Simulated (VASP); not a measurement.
BP (m.bA), 2 atoms in the cell. It takes space group F-43m (No. 216, cubic). The conventional cell has a = 4.548 Å, b = 4.548 Å, c = 4.548 Å, α = 90.00°, β = 90.00°, γ = 90.00°. B (site symmetry -43m) has 4 P at 1.97 Å within 2.6 Å. Within 2.6 Å of P (site symmetry -43m) lie 4 B at 1.97 Å. 

```yaml
Program: VASP 6.6.1
Task: single point
Functional: PBE
Potentials_or_basis: VASP PAW PBE potentials, release 64 (B, P)
Cutoff: 500 eV
k_mesh: 10 × 10 × 10
Occupations: gaussian, width 0.02 eV
Spin: no spin polarisation
Dipole_correction: no
Further_INCAR_settings: ALGO = Normal; EDIFF = 1e-06; NBANDS = 11
```

Potentials or basis: VASP PAW PBE potentials, release 64 (B, P).

The run is started by

```sh
$ cat potpaw_PBE.64/B/POTCAR potpaw_PBE.64/P/POTCAR > POTCAR
$ mpirun -np 1 vasp_std > vasp.out
```

Hardware: 1 thread of AMD EPYC 9R45 96-Core Processor (Zen 5), on a shared host.

Q: Estimate the wall time of this run.

A: Run time: 5.8 s on 1 thread of AMD EPYC 9R45 96-Core Processor (Zen 5) (shared host), peak memory 0.11 GiB. Counts: scf iterations 12, k points 47.
